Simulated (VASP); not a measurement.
A run of VASP 6.6.1:

The input INCAR:

```
ALGO = Normal ; EDIFF = 1E-6
ENCUT = 520 ; GGA = PE
ISIF = 2 ; ISMEAR = 0
LASPH = T ; LCHARG = F
LREAL = Auto ; LWAVE = F
NBANDS = 99 ; NELM = 80
PREC = Accurate ; SIGMA = 0.1
```

Contents of KPOINTS:

```
Automatic mesh
0
Gamma
  4 4 4
  0.5 0.5 0.5
```

Contents of POSCAR:

```
Ti14Si
1.0
   -4.1120350457     -4.1120350457     -4.1120350457
   -4.1120350457      4.1120350457      4.1120350457
    4.1120350457      4.1120350457     -4.1120350457
Si Ti
1 14
Direct
    0.7169362535      0.0000000000      0.2830637354
    0.2535619197      0.0000000000      0.7464380692
    0.7455882467      0.4956987179      0.7501104601
    0.7613092946      0.2485977110      0.0205411673
    0.4900461639      0.2507951631      0.2327486243
    0.2280566653      0.2485977110      0.4872885269
    0.0180465388      0.2507951631      0.7607489881
   -0.0045439788      0.0000000000      0.0045439788
    0.7672513646      0.7492048258      0.5099538250
    0.5127115836      0.7514022779      0.7719434452
    0.5090834530      0.5173970981      0.0083136451
    0.2498896504      0.5043013926      0.2544117422
   -0.0083136451      0.4826030124      0.4909166575
    0.2392510008      0.7492048258     -0.0180465388
   -0.0205411673      0.7514021563      0.2386905727
```

Potentials or basis: VASP PAW PBE potentials, release 64 (Si, Ti_sv).

Launch:

```bash
$ cat potpaw_PBE.64/Si/POTCAR potpaw_PBE.64/Ti_sv/POTCAR > POTCAR
$ mpirun -np 1 vasp_std > vasp.out
```

Hardware: 1 thread of Intel(R) Xeon(R) 6975P-C (Granite Rapids) (shared host).

Estimate the wall time of this run.

It took 10 min on 1 thread of Intel(R) Xeon(R) 6975P-C (Granite Rapids) (shared host), peak memory 0.52 GiB. Counts: scf iterations 21, k points 15.
